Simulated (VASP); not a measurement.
# HfF2: single point with r2SCAN

HfF2:

```
F Hf
1.0
     3.43862    0.00000    0.00000
     1.71931   -6.82199    0.00000
     0.00000    0.00000   -3.40959
F Hf
4 2
Direct
  0.44100 0.11800 0.75000
  0.55900 0.88200 0.25000
  0.75000 0.50000 0.75000
  0.25000 0.50000 0.25000
  0.10600 0.78800 0.75000
  0.89400 0.21200 0.25000
```

- Program: VASP 6.6.1
- Task: single point
- Functional: r2SCAN
- Potentials or basis: VASP PAW PBE potentials, release 64 (F, Hf_pv)
- Cutoff: 520 eV
- k mesh: 8 × 8 × 8
- Occupations: methfessel-paxton, width 0.1005 eV
- Spin: no spin polarisation

```json
{
 "Pressure": "-14.4 GPa",
 "Largest force": "2.295 eV/Å",
 "Band gap on the k mesh": "zero (bands 24 and 25 overlap by 1.89 eV)"
}
```

Forces on the atoms (eV/Å):
```
F    0.000 -2.295  0.000
F    0.000  2.295  0.000
F    0.000 -0.272  0.000
F    0.000  0.272  0.000
Hf   0.000  1.087  0.000
Hf   0.000 -1.087  0.000
```

Stress tensor (GPa, compression positive):
```
  1.25   0.00   0.00
  0.00 -34.13   0.00
  0.00   0.00 -10.33
```

Levels at points of the mesh, in eV from the Fermi level:
```
           k point  band 22  band 23  band 24  band 25  band 26  band 27
(0.00, 0.00, 0.00)    -4.40    -2.61    -1.92    -1.25    -0.19     0.84
(0.50, 0.00, 0.00)    -5.83    -0.22     0.06     0.07     1.07     1.54
(0.00, 0.50, 0.00)    -4.41    -2.46    -1.29    -0.95    -0.43     0.66
(0.00, 0.00, 0.50)    -5.84    -0.94    -0.94     0.54     0.54     2.23
(0.50, 0.00, 0.50)    -4.05     0.11     0.11     1.07     1.07     2.00
(0.00, 0.50, 0.50)    -5.86    -0.69    -0.69     0.20     0.20     2.37
```

Run time: 11 min on 1 thread of Intel(R) Xeon(R) Platinum 8488C (Sapphire Rapids) (shared host), peak memory 0.36 GiB.

Caveat: the stress differs along the axes, from -34 to 1 GPa; the PAW data sets were made with another functional, which shifts forces and pressure a little; spin-orbit coupling is left out, which moves the levels of the heavy elements.
